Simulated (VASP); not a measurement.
# Zr2Cl (Fd-3m) in VASP: further runs

The runs below take Zr2Cl through relaxation of cell and atoms, single point, with PBE.

Everything below comes from runs of VASP 6.6.1. Logs are shortened: lines on timing, memory, paths and dates and some standing lists are left out, and cuts for length are marked.

### 1 The cell of the first run

It takes space group Fd-3m (No. 227, cubic). Conventional cell: a = 8.333 Å, b = 8.333 Å, c = 8.333 Å, α = 90.00°, β = 90.00°, γ = 90.00°. Within 2.4 Å of Zr (site symmetry -3m) lie 2 Cl at 1.80 Å. Cl (site symmetry -43m) has 4 Zr at 1.80 Å within 2.4 Å.

The cell was built from a structure type or drawn by symmetry, and may not be a known phase.

### 2 Relaxation of cell and atoms, PBE

INCAR reads:

```
SYSTEM = Zr2Cl
PREC = Accurate
ENCUT = 600
EDIFF = 1E-6
ISMEAR = 0
SIGMA = 0.1
LREAL = .FALSE.
LASPH = .TRUE.
NELM = 100
ALGO = Normal
ISIF = 3
LWAVE = .FALSE.
LCHARG = .FALSE.
GGA = PE
IBRION = 2
NSW = 90
EDIFFG = -0.04
```

KPOINTS reads:

```
Automatic mesh
0
G
  4 4 4
  0 0 0
```

POSCAR reads:

```
Zr2Cl
1.0
    0.0000000000      4.1662979900      4.1662979900
    4.1662979900      0.0000000000      4.1662979900
    4.1662979900      4.1662979900      0.0000000000
Zr Cl
4 2
Direct
    0.1250000000      0.1250000000      0.1250000000
    0.1250000000      0.1250000000      0.6250000000
    0.1250000000      0.6250000000      0.1250000000
    0.6250000000      0.1250000000      0.1250000000
    0.0000000000      0.0000000000      0.0000000000
    0.2500000000      0.2500000000      0.2500000000
```

Potentials or basis: VASP PAW PBE potentials, release 64 (Zr_sv, Cl).

The run is started by

```sh
> cat potpaw_PBE.64/Zr_sv/POTCAR potpaw_PBE.64/Cl/POTCAR > POTCAR
> mpirun -np 1 vasp_std > vasp.out
```

OUTCAR:

```text
SYSTEM = Zr2Cl
   PREC = Accurate
   ENCUT = 600
   EDIFF = 1E-6
   ISMEAR = 0
   LREAL = .FALSE.
   LASPH = .TRUE.
   NELM = 100
   ISIF = 3
   GGA = PE
   IBRION = 2
   NSW = 90
   EDIFFG = -0.04

 ion  position               nearest neighbor table
   1  0.125  0.125  0.125-   5 1.80   6 1.80   4 2.95   2 2.95   3 2.95   2 2.95   3 2.95   4 2.95

   2  0.125  0.125  0.625-   5 1.80   6 1.80   1 2.95   1 2.95   3 2.95   4 2.95   3 2.95   4 2.95

   3  0.125  0.625  0.125-   5 1.80   6 1.80   1 2.95   2 2.95   1 2.95   2 2.95   4 2.95   4 2.95

   4  0.625  0.125  0.125-   5 1.80   6 1.80   1 2.95   2 2.95   3 2.95   1 2.95   2 2.95   3 2.95

   5  0.000  0.000  0.000-   1 1.80   2 1.80   3 1.80   4 1.80
   6  0.250  0.250  0.250-   1 1.80   2 1.80   3 1.80   4 1.80

  LATTYP: Found a face centered cubic cell.
 ALAT       =     8.3325959800

  Lattice vectors:

 A1 = (   0.0000000000,   4.1662979900,   4.1662979900)
 A2 = (   4.1662979900,   0.0000000000,   4.1662979900)
 A3 = (   4.1662979900,   4.1662979900,   0.0000000000)

Analysis of symmetry for initial positions (statically):
=====================================================================
 Subroutine PRICEL returns:
 Original cell was already a primitive cell.

 Routine SETGRP: Setting up the symmetry group for a
 face centered cubic supercell.

 Subroutine GETGRP returns: Found 48 space group operations
 (whereof 24 operations were pure point group operations)
 out of a pool of 48 trial point group operations.

The static configuration has the point symmetry T_d .
 The point group associated with its full space group is O_h .

Analysis of symmetry for dynamics (positions and initial velocities):
=====================================================================
 Subroutine PRICEL returns:
 Original cell was already a primitive cell.

 Routine SETGRP: Setting up the symmetry group for a
 face centered cubic supercell.

 Subroutine GETGRP returns: Found 48 space group operations
 (whereof 24 operations were pure point group operations)
 out of a pool of 48 trial point group operations.

The dynamic configuration has the point symmetry T_d .
 The point group associated with its full space group is O_h .

 Subroutine INISYM returns: Found 48 space group operations
 (whereof 24 operations are pure point group operations),
 and found     1 'primitive' translations

----------------------------------------------------------------------------------------

                                     Primitive cell

  volume of cell :     144.6375

  direct lattice vectors                    reciprocal lattice vectors
     0.000000000  4.166297990  4.166297990    -0.120010619  0.120010619  0.120010619
[... 71 lines left out ...]
   ISPIN  =      1    spin polarized calculation?
   LNONCOLLINEAR =      F non collinear calculations
   LSORBIT =      F    spin-orbit coupling
   LASPH  =      T    aspherical Exc in radial PAW
   ENCUT  =  600.0 eV  44.10 Ry    6.64 a.u.  11.77 11.77 11.77*2*pi/ulx,y,z
   NELM   =    100;   NELMIN=  2; NELMDL= -5     # of ELM steps
   EDIFF  = 0.1E-05   stopping-criterion for ELM
   LREAL  =      F    real-space projection
   EDIFFG = -.4E-01   stopping-criterion for IOM
   NSW    =     90    number of steps for IOM
   IBRION =      2    ionic relax: 0-MD 1-quasi-New 2-CG
   NFREE  =      1    steps in history (QN), initial steepest desc. (CG)
   ISIF   =      3    stress and relaxation
   ISYM   =      2    0-nonsym 1-usesym 2-fastsym
   POTIM  = 0.5000    time-step for ionic-motion
   TEBEG  =    0.0;   TEEND  =   0.0 temperature during run
   PSTRESS=    0.0 pullay stress
   NELECT =      62.0000    total number of electrons
   NUPDOWN=      -1.0000    fix difference up-down
   EMIN   =  10.00;   EMAX   =-10.00  energy-range for DOS
   EFERMI =   0.00;   METHOD = LEGACY
   ISMEAR =     0;   SIGMA  =   0.10  broadening in eV -4-tet -1-fermi 0-gaus
   EFERMI_NEDOS =   21; number of points for ismear=-14 and -15
   IALGO  =     38    algorithm
   IMIX   =      4    mixing-type and parameters
     AMIX     =   0.40;   BMIX     =  1.00
     AMIX_MAG =   1.60;   BMIX_MAG =  1.00
  volume/ion in A,a.u.               =      24.11       162.68
  Fermi-wavevector in a.u.,A,eV,Ry     =   1.234369  2.332620 20.730751  1.523667
  Thomas-Fermi vector in A             =   2.369062
   LORBIT       =      0    0 simple, 1 ext, 2 COOP (PROOUT), +10 PAW based schemes
   GGA     = PE    functional components
   LHFCALC =     F    Hartree Fock is set to
   AEXX    =    0.0000 exact exchange contribution
   IVDW    =     0    specifies the selected vdW correction
   LEPSILON=     F    determine dielectric tensor
   LRPA    =     F    only Hartree local field effects (RPA)
 conjugate gradient relaxation of ions
 non-spin polarized calculation
 Gauss-broadening in eV      SIGMA  =   0.10
  energy-cutoff  :      600.00
  volume of cell :      144.64
 maximum number of plane-waves:      4909
   NGX = 23   NGY = 23   NGZ = 23

--------------------------------------- Ionic step        1  -------------------------------------------

 number of electron      62.0000005 magnetization

 Free energy of the ion-electron system (eV)
  ---------------------------------------------------
  ext. energy  EPLUGINS =         0.00000000
  ---------------------------------------------------
  free energy    TOTEN  =         6.91577214 eV

  energy without entropy =        6.96514543  energy(sigma->0) =        6.94045879

 E-fermi :   5.8911     XC(G=0):  -9.3534

 val. band max:        5.8544099503   @ k =   0.2500   0.0000   0.0000
 cond. band min:       5.9046386979   @ k =  -0.2500   0.2500   0.0000
 fundamental gap:      0.0502287475
 Fermi energy:         5.8911492216
[... 685 lines left out ...]
     36      -1.7182      0.07594
     37      -1.6798      0.02052

------------------------ aborting loop EDIFF was not reached (unconverged)  ----------------------------

  FORCE on cell =-STRESS in cart. coord.  units (eV):
  Direction    XX          YY          ZZ          XY          YZ          ZX
  --------------------------------------------------------------------------------------
  -------------------------------------------------------------------------------------
  Total      -55.2831005    -55.2831005    -55.2831005     -0.0000000     -0.0000000      0.0000000
  in kB      -94.3438794    -94.3438794    -94.3438794     -0.0000000     -0.0000000      0.0000000
  external PRESSURE =     -94.3438794 kB  Pullay stress =       0.0000000 kB
[... 187 lines left out ...]
--------------------------------------- Ionic step        7  -------------------------------------------

 number of electron      62.0000001 magnetization

 Free energy of the ion-electron system (eV)
  ---------------------------------------------------
  ext. energy  EPLUGINS =         0.00000000
  ---------------------------------------------------
  free energy    TOTEN  =       -28.05713023 eV

  energy without entropy =      -27.98951904  energy(sigma->0) =      -28.02332464

 E-fermi :   1.2325     XC(G=0):  -6.4567

 val. band max:        1.2173427762   @ k =   0.5000   0.2500   0.0000
 cond. band min:       1.2358051561   @ k =   0.5000   0.0000   0.0000
 fundamental gap:      0.0184623798
 Fermi energy:         1.2325135915
[... 351 lines left out ...]
  FREE ENERGIE OF THE ION-ELECTRON SYSTEM (eV)
  ---------------------------------------------------
  free  energy   TOTEN  =       -28.0571302336 eV

  energy  without entropy=      -27.9895190394  energy(sigma->0) =      -28.02332464

 reached required accuracy - stopping structural energy minimisation
```

It took 16 min on 1 thread of Intel Xeon Platinum 8488C (Sapphire Rapids), shared host; peak memory 0.35 GiB.

Results:

- Free energy: -28.0571 eV
- Relaxed volume: 54.05 Å³/atom
- Relaxed cell: a = 7.712 Å, b = 7.712 Å, c = 7.712 Å, α = 60.00°, β = 60.00°, γ = 60.00°
- Space group after relaxing (to 0.1 Å): Fd-3m (No. 227)
- Energy gained by relaxing: 5828.8 meV/atom
- Ionic steps: 7
- Pressure after relaxing: -0.1 GPa
- Band gap on the k mesh: zero (bands 31 and 32 overlap by 0.15 eV)

Step by step:
```
step  energy change (eV)  largest force (eV/Å)  pressure (GPa)  volume (Å³)
   1              0.0000                0.0000          119.22       144.64
   2            -15.8907                0.0000           -9.43       938.83
   3            -33.7185                0.0000           -3.77       407.44
   4            -34.3384                0.0000           -3.12       378.93
   5            -34.7677                0.0000            2.84       298.47
   6            -34.9597                0.0000           -0.60       330.48
   7            -34.9729                0.0000           -0.07       324.28
```

Final structure:
```xyz
6
Lattice="0.0000 5.4529 5.4529 5.4529 0.0000 5.4529 5.4529 5.4529 0.0000" Properties=species:S:1:pos:R:3 pbc="T T T"
Zr    1.3632    1.3632    1.3632
Zr    4.0897    4.0897    1.3632
Zr    4.0897    1.3632    4.0897
Zr    1.3632    4.0897    4.0897
Cl    0.0000    0.0000    0.0000
Cl    2.7265    2.7265    2.7265
```

Levels at points of the mesh, in eV from the Fermi level:
```csv
k point,band 27,band 28,band 29,band 30,band 31,band 32,band 33,band 34,band 35,band 36
"(0.00, 0.00, 0.00)",-1.03,-0.42,-0.42,-0.42,-0.12,-0.12,-0.12,1.32,1.32,1.32
"(0.50, 0.00, 0.00)",-0.75,-0.59,-0.16,-0.16,0.00,0.34,0.34,0.45,0.45,0.83
"(0.50, 0.50, 0.00)",-0.27,-0.27,-0.19,-0.19,-0.12,-0.12,0.39,0.39,0.41,0.41
```

Caveat: the volume moved by over 15 % at a fixed basis, so the end points are rough.

### 3 Single point, PBE

This run uses another cell than the first one, of 54.15 Å³/atom.

INCAR reads:

```
PREC = Accurate ; ENCUT = 520
EDIFF = 1E-6 ; ISMEAR = 0
SIGMA = 0.1 ; LREAL = False
LASPH = True ; NELM = 100
ALGO = Normal ; ISIF = 2
LWAVE = False ; LCHARG = False
GGA = PE ; NBANDS = 40
```

KPOINTS reads:

```
regular mesh
0
Gamma
  6 6 6
```

POSCAR reads:

```
Zr2Cl
1.0
    0.0000000000      5.4563567201      5.4563567201
    5.4563567201      0.0000000000      5.4563567201
    5.4563567201      5.4563567201      0.0000000000
Zr Cl
4 2
Direct
    0.6250000000      0.6250000000      0.6250000000
    0.6250000000      0.6250000000      0.1250000000
    0.6250000000      0.1250000000      0.6250000000
    0.1250000000      0.6250000000      0.6250000000
    0.5000000000      0.5000000000      0.5000000000
    0.7500000000      0.7500000000      0.7500000000
```

Potentials or basis: VASP PAW PBE potentials, release 64 (Zr_sv, Cl).

The run is started by

```sh
> cat potpaw_PBE.64/Zr_sv/POTCAR potpaw_PBE.64/Cl/POTCAR > POTCAR
> mpirun -np 1 vasp_std > vasp.out
```

OUTCAR:

```text
PREC = Accurate
   ENCUT = 520
   EDIFF = 1E-6
   ISMEAR = 0
   LREAL = False
   LASPH = True
   NELM = 100
   ISIF = 2
   GGA = PE

 ion  position               nearest neighbor table
   1  0.625  0.625  0.625-   5 2.36   6 2.36   4 3.86   2 3.86   3 3.86   2 3.86   3 3.86   4 3.86

   2  0.625  0.625  0.125-   5 2.36   6 2.36   1 3.86   1 3.86   3 3.86   4 3.86   3 3.86   4 3.86

   3  0.625  0.125  0.625-   5 2.36   6 2.36   1 3.86   2 3.86   1 3.86   2 3.86   4 3.86   4 3.86

   4  0.125  0.625  0.625-   5 2.36   6 2.36   1 3.86   2 3.86   3 3.86   1 3.86   2 3.86   3 3.86

   5  0.500  0.500  0.500-   1 2.36   2 2.36   3 2.36   4 2.36
   6  0.750  0.750  0.750-   1 2.36   2 2.36   3 2.36   4 2.36

  LATTYP: Found a face centered cubic cell.
 ALAT       =    10.9127134402

  Lattice vectors:

 A1 = (   0.0000000000,   5.4563567201,   5.4563567201)
 A2 = (   5.4563567201,   0.0000000000,   5.4563567201)
 A3 = (   5.4563567201,   5.4563567201,   0.0000000000)

Analysis of symmetry for initial positions (statically):
=====================================================================
 Subroutine PRICEL returns:
 Original cell was already a primitive cell.

 Routine SETGRP: Setting up the symmetry group for a
 face centered cubic supercell.

 Subroutine GETGRP returns: Found 48 space group operations
 (whereof 24 operations were pure point group operations)
 out of a pool of 48 trial point group operations.

The static configuration has the point symmetry T_d .
 The point group associated with its full space group is O_h .

Analysis of symmetry for dynamics (positions and initial velocities):
=====================================================================
 Subroutine PRICEL returns:
 Original cell was already a primitive cell.

 Routine SETGRP: Setting up the symmetry group for a
 face centered cubic supercell.

 Subroutine GETGRP returns: Found 48 space group operations
 (whereof 24 operations were pure point group operations)
[... 124 lines left out ...]
  Fermi-wavevector in a.u.,A,eV,Ry     =   0.942524  1.781113 12.086768  0.888352
  Thomas-Fermi vector in A             =   2.070142
   LORBIT       =      0    0 simple, 1 ext, 2 COOP (PROOUT), +10 PAW based schemes
   GGA     = PE    functional components
   LHFCALC =     F    Hartree Fock is set to
   AEXX    =    0.0000 exact exchange contribution
   IVDW    =     0    specifies the selected vdW correction
   LEPSILON=     F    determine dielectric tensor
   LRPA    =     F    only Hartree local field effects (RPA)
 non-spin polarized calculation
 Gauss-broadening in eV      SIGMA  =   0.10
  energy-cutoff  :      520.00
  volume of cell :      324.89
 maximum number of plane-waves:      8801
 NGX is ok and might be reduce to    60
   NGX = 29   NGY = 29   NGZ = 29

 number of electron      62.0000005 magnetization

 Free energy of the ion-electron system (eV)
  ---------------------------------------------------
  ext. energy  EPLUGINS =         0.00000000
  ---------------------------------------------------
  free energy    TOTEN  =       -28.16706979 eV

  energy without entropy =      -28.10727393  energy(sigma->0) =      -28.13717186

 E-fermi :   1.2298     XC(G=0):  -6.4522

 val. band max:        1.2253278684   @ k =   0.5000   0.0000   0.0000
 cond. band min:       1.2583954845   @ k =  -0.1667   0.1667   0.0000
 fundamental gap:      0.0330676161
 Fermi energy:         1.2298100613

 k-point     1 :       0.0000    0.0000    0.0000
  band No.  band energies     occupation
      1     -48.4880      2.00000
      2     -48.4751      2.00000
      3     -48.4751      2.00000
      4     -48.4751      2.00000
      5     -26.9759      2.00000
      6     -26.6247      2.00000
[... 677 lines left out ...]
     39       2.4795      0.00000
     40       2.4866      0.00000

------------------------ aborting loop because EDIFF is reached ----------------------------------------

  FORCE on cell =-STRESS in cart. coord.  units (eV):
  Direction    XX          YY          ZZ          XY          YZ          ZX
  --------------------------------------------------------------------------------------
  -------------------------------------------------------------------------------------
  Total        0.1046314      0.1046314      0.1046314      0.0000000      0.0000000      0.0000000
  in kB        0.5159819      0.5159819      0.5159819      0.0000000      0.0000000      0.0000000
  external PRESSURE =       0.5159819 kB  Pullay stress =       0.0000000 kB

 VOLUME and BASIS-vectors are now :
 -----------------------------------------------------------------------------
  energy-cutoff  :      520.00
  volume of cell :      324.89
      direct lattice vectors                 reciprocal lattice vectors
     0.000000000  5.456356720  5.456356720    -0.091636237  0.091636237  0.091636237
     5.456356720  0.000000000  5.456356720     0.091636237 -0.091636237  0.091636237
     5.456356720  5.456356720  0.000000000     0.091636237  0.091636237 -0.091636237

 POSITION                                       TOTAL-FORCE (eV/Angst)
 -----------------------------------------------------------------------------------
      6.82045      6.82045      6.82045        -0.000000      0.000000      0.000000
      4.09227      4.09227      6.82045        -0.000000      0.000000      0.000000
      4.09227      6.82045      4.09227        -0.000000      0.000000      0.000000
      6.82045      4.09227      4.09227        -0.000000      0.000000      0.000000
      5.45636      5.45636      5.45636         0.000000      0.000000      0.000000
      8.18454      8.18454      8.18454        -0.000000     -0.000000     -0.000000
 -----------------------------------------------------------------------------------
    total drift:                               -0.000000      0.000000      0.000000

  FREE ENERGIE OF THE ION-ELECTRON SYSTEM (eV)
  ---------------------------------------------------
  free  energy   TOTEN  =       -28.1670697899 eV

  energy  without entropy=      -28.1072739290  energy(sigma->0) =      -28.13717186
```

Run time: 4.4 min. Hardware: 1 thread of Intel Xeon Platinum 8488C (Sapphire Rapids), shared host; peak memory 0.56 GiB.

What came out:

```
Free energy            : -28.1671 eV
Pressure               : 0.1 GPa
Band gap on the k mesh : zero (bands 31 and 32 overlap by 0.13 eV)
```

Levels at points of the mesh, in eV from the Fermi level:
```
           k point  band 29  band 30  band 31  band 32  band 33  band 34
(0.00, 0.00, 0.00)    -0.43    -0.43    -0.13    -0.13    -0.13     1.31
(0.50, 0.00, 0.00)    -0.17    -0.17     0.00     0.33     0.33     0.44
(0.50, 0.50, 0.00)    -0.20    -0.20    -0.13    -0.13     0.38     0.38
```

### 4 Relaxation of cell and atoms, PBE

This run uses another cell than the first one, of 54.15 Å³/atom.

INCAR reads:

```
  PREC = Accurate
  ENCUT = 600
  EDIFF = 1E-6
  ISMEAR = 0
  SIGMA = 0.1
  LREAL = False
  LASPH = True
  NELM = 60
  ALGO = Normal
  ISIF = 3
  LWAVE = False
  LCHARG = False
  GGA = PE
  IBRION = 2
  NSW = 100
  EDIFFG = -0.01
```

KPOINTS is that of step 3.

POSCAR is that of step 3.

The run is started by

```sh
> cat potpaw_PBE.64/Zr_sv/POTCAR potpaw_PBE.64/Cl/POTCAR > POTCAR
> mpirun -np 1 vasp_std > vasp.out
```

Wall time 7.7 min (1 thread of Intel Xeon Platinum 8488C (Sapphire Rapids), shared host); peak memory 0.7 GiB.

The run converged. Its results:

- Free energy: -28.1684 eV
- Relaxed volume: 54.32 Å³/atom
- Relaxed cell: a = 7.725 Å, b = 7.725 Å, c = 7.725 Å, α = 60.00°, β = 60.00°, γ = 60.00°
- Space group after relaxing (to 0.1 Å): Fd-3m (No. 227)
- Energy gained by relaxing: 0.0 meV/atom
- Ionic steps: 2
- Pressure after relaxing: 0.0 GPa
- Band gap on the k mesh: zero (bands 31 and 32 overlap by 0.13 eV)

Step by step:
```
step  energy change (eV)  largest force (eV/Å)  pressure (GPa)  volume (Å³)
   1              0.0000                0.0000            0.07       324.89
   2             -0.0001                0.0000           -0.02       325.93
```

Final structure:
```
Zr Cl
1.0
     0.00000    5.46216    5.46216
     5.46216    0.00000    5.46216
     5.46216    5.46216    0.00000
Zr Cl
4 2
Direct
  0.62500 0.62500 0.62500
  0.62500 0.62500 0.12500
  0.62500 0.12500 0.62500
  0.12500 0.62500 0.62500
  0.50000 0.50000 0.50000
  0.75000 0.75000 0.75000
```

Levels at points of the mesh, in eV from the Fermi level:
```csv
k point,band 27,band 28,band 29,band 30,band 31,band 32,band 33,band 34,band 35,band 36
"(0.00, 0.00, 0.00)",-1.04,-0.43,-0.43,-0.43,-0.13,-0.13,-0.13,1.30,1.30,1.31
"(0.50, 0.00, 0.00)",-0.76,-0.59,-0.16,-0.16,0.00,0.33,0.33,0.44,0.44,0.81
"(0.50, 0.50, 0.00)",-0.27,-0.27,-0.20,-0.20,-0.13,-0.13,0.38,0.38,0.40,0.40
```

### 5 Summary

| task | cell | k mesh | cutoff (eV) | gap on the mesh (eV) | pressure (GPa) | relaxed volume (Å³/atom) |
| --- | --- | --- | --- | --- | --- | --- |
| relaxation of cell and atoms | relaxed from a = 5.892 Å, angles 60.0°, 6 atoms | 4 × 4 × 4 | 600 | none | -0.1 | 54.05 |
| single point | a = 7.716 Å, angles 60.0°, 6 atoms | 6 × 6 × 6 | 520 | none | 0.1 | - |
| relaxation of cell and atoms | relaxed from a = 7.716 Å, angles 60.0°, 6 atoms | 6 × 6 × 6 | 600 | none | 0.0 | 54.32 |

Alike in all rows: level PBE; potentials or basis VASP PAW PBE potentials, release 64 (Zr_sv, Cl); no spin polarisation; smearing gaussian 0.1 eV.

Caveats: the volume moved by over 15 % at a fixed basis, so the end points are rough (at least some runs).

Absolute energies hang on the potentials; compare differences alone.
